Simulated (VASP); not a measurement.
Runs of VASP 6.6.1 on Ba2C. The structure is that of space group Fm-3m (No. 225), or close to it. The cells are those of the table. 

```tsv
level	cell	gap on the mesh (eV)	pressure (GPa)
PBE	a = 4.872 Å, angles 60.0°, 3 atoms	none	(b)
r2SCAN	a = 5.056 Å, angles 60.0°, 3 atoms	none	-0.8
r2SCAN	a = 4.858 Å, angles 60.0°, 3 atoms	none	4.3
r2SCAN	a = 4.959 Å, angles 60.0°, 3 atoms	none	1.3
PBE	a = 5.071 Å, angles 60.0°, 3 atoms	none	-0.7
r2SCAN	a = 4.909 Å, angles 60.0°, 3 atoms	none	(a)
PBE	a = 4.959 Å, angles 60.0°, 3 atoms	none	1.6
PBE	a = 4.973 Å, angles 60.0°, 3 atoms	none	1.3
r2SCAN	a = 5.008 Å, angles 60.0°, 3 atoms	none	0.2
PBE	a = 5.023 Å, angles 60.0°, 3 atoms	none	0.2
PBE	a = 4.923 Å, angles 60.0°, 3 atoms	none	2.5
```

Alike in all rows: task single point; potentials or basis VASP PAW PBE potentials, release 64 (C, Ba_sv); no spin polarisation; k mesh 6 × 6 × 6; cutoff (eV) 520; smearing fermi-dirac 0.02 eV.

Task: Estimate the missing entries.

Result: (a) 2.7; (b) 4.0.

Caveats: spin-orbit coupling is left out, which moves the levels of the heavy elements; the PAW data sets were made with another functional, which shifts forces and pressure a little (some runs).

A k mesh can miss the band edges, and the runs leave out spin-orbit coupling on Ba.

A gap of «none» marks levels without a gap at the run's occupations.
